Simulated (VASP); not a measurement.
A run of VASP 6.6.1 is set up as follows.

File INCAR:

```
SYSTEM = BaTiO3
ALGO     = Normal         ! electronic algorithm
EDIFF    = 1E-7           ! SCF threshold, eV
EDIFFG   = -0.002         ! ionic threshold
ENCUT    = 600            ! plane-wave cutoff, eV
GGA      = CA             ! functional
GGA_COMPAT= .False.      
IBRION   = 2              ! ionic algorithm
ISIF     = 3              ! what is computed and relaxed
ISMEAR   = 0              ! smearing method
LASPH    = .True.         ! aspherical terms in the spheres
LCHARG   = .False.        ! write CHGCAR
LREAL    = .False.        ! projectors in reciprocal space
LWAVE    = .False.        ! write WAVECAR
NELM     = 120            ! most SCF steps
NELMIN   = 4            
NSW      = 100            ! ionic steps
PREC     = Accurate       ! precision mode
SIGMA    = 0.02           ! smearing width, eV
```

Contents of KPOINTS:

```
k-points
0
Gamma
  8 8 8
  0 0 0
```

The input POSCAR:

```
BaTiO3
1.0
    3.9346753146      0.0000000000      0.0000000000
    0.0000000000      3.9346753146      0.0000000000
    0.0000000000      0.0000000000      3.9346753146
Ba Ti O
1 1 3
Direct
    0.0000000000      0.0000000000      0.0000000000
    0.5000000000      0.5000000000      0.5000000000
    0.5000000000      0.5000000000      0.0000000000
    0.0000000000      0.5000000000      0.5000000000
    0.5000000000      0.0000000000      0.5000000000
```

Potentials or basis: VASP PAW LDA potentials, release 64 (Ba_sv, Ti_sv, O).

Run with:

```bash
$ cat potpaw_LDA.64/Ba_sv/POTCAR potpaw_LDA.64/Ti_sv/POTCAR potpaw_LDA.64/O/POTCAR > POTCAR
$ mpirun -np 1 vasp_std > vasp.out
```

(1) Estimate the relaxed cell.

(2) Predict the space group after relaxing (to 0.05 Å).

(3) Estimate the relaxed volume.

(4) What does it give for the band gap on the k mesh?

## Answers

(1) a = 3.950 Å, b = 3.950 Å, c = 3.950 Å, α = 90.00°, β = 90.00°, γ = 90.00°.

(2) Pm-3m (No. 221).

(3) 12.33 Å³/atom.

(4) 1.73 eV, indirect (least direct gap 1.83 eV).

Caveat: spin-orbit coupling is left out, which moves the levels of the heavy elements.
